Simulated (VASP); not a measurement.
**Au: single point with RPBE**

Au:

```
CELL_PARAMETERS angstrom
0.00000 2.12656 2.12656
2.12656 0.00000 2.12656
2.12656 2.12656 0.00000
ATOMIC_POSITIONS crystal
Au 0.00000 0.00000 0.00000
```

This cell differs from its parent crystal: volume scaled by 1.04.

```yaml
Program: VASP 6.6.1
Task: single point
Functional: RPBE
Potentials_or_basis: VASP PAW PBE potentials, release 64 (Au)
Cutoff: 520 eV
k_mesh: 21 × 21 × 21
Occupations: fermi-dirac, width 0.1 eV
Spin: no spin polarisation
```

```yaml
Pressure: -4.3 GPa
```

Levels at points of the mesh, in eV from the Fermi level:
```csv
k point,band 4,band 5,band 6,band 7,band 8,band 9
"(0.00, 0.00, 0.00)",-4.13,-2.92,-2.92,14.58,17.91,17.91
```

Wall time 87 s on 1 thread of AMD EPYC 7R43 64-Core Processor (Zen 3) (shared host), peak memory 0.15 GiB.

Caveat: the PAW data sets were made with another functional, which shifts forces and pressure a little; spin-orbit coupling is left out, which moves the levels of the heavy elements.
